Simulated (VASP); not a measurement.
# Mg8Si4HO: single point with PBEsol

The system is Mg8Si4HO, a slab with vacuum.

```
CELL_PARAMETERS angstrom
6.39100 0.00000 0.00000
0.00000 6.39100 0.00000
0.00000 0.00000 15.79325
ATOMIC_POSITIONS crystal
Mg 0.23158 0.86317 0.33944
Mg 0.45889 0.45830 0.27792
Mg 0.24312 0.24397 0.14487
Mg 0.26733 0.77172 0.14236
Mg 0.75823 0.75790 0.15245
Mg 0.77057 0.26624 0.14214
Mg 0.86453 0.23024 0.33860
Mg 0.76492 0.76458 0.35755
Si 0.00000 0.00000 0.06332
Si 0.03604 0.54296 0.26177
Si 0.54234 0.03527 0.26164
Si 0.50000 0.50000 0.06332
O 0.98356 0.98268 0.40590
H 0.00199 0.00477 0.46661
```

| Quantity | Value |
| --- | --- |
| Program | VASP 6.6.1 |
| Task | single point |
| Functional | PBEsol |
| Potentials or basis | VASP PAW PBE potentials, release 64 (Mg, Si, O, H) |
| Cutoff | 520 eV |
| k mesh | 3 × 3 × 1 |
| Occupations | gaussian, width 0.1 eV |
| Spin | no spin polarisation |

| Item | Value |
| --- | --- |
| Largest force | 0.500 eV/Å |

Forces in eV/Å, atoms in the order of the input:
```
Mg  -0.015  0.000  0.010
Mg   0.003  0.004  0.008
Mg  -0.008 -0.001 -0.001
Mg  -0.008  0.000  0.013
Mg   0.004 -0.003  0.016
Mg   0.004 -0.002  0.010
Mg   0.004 -0.019 -0.002
Mg   0.007  0.006 -0.004
Si  -0.055 -0.064 -0.493
Si  -0.004  0.003 -0.012
Si   0.017  0.004 -0.004
Si   0.057  0.064  0.481
O   -0.032  0.002 -0.121
H    0.025  0.006  0.098
```

Levels at points of the mesh, in eV from the Fermi level:
| k point | band 16 | band 17 | band 18 | band 19 | band 20 | band 21 | band 22 | band 23 |
| --- | --- | --- | --- | --- | --- | --- | --- | --- |
| (0.00, 0.00, 0.00) | -1.53 | -1.45 | -0.73 | -0.15 | 0.04 | 0.18 | 0.50 | 0.92 |

It took 6.9 min on 1 thread of AMD EPYC 7R13, on a shared host, peak memory 0.59 GiB.

Caveat: the PAW data sets were made with another functional, which shifts forces and pressure a little; an odd number of electrons without spin polarisation forces a metal; a magnetic or distorted state may lie lower.
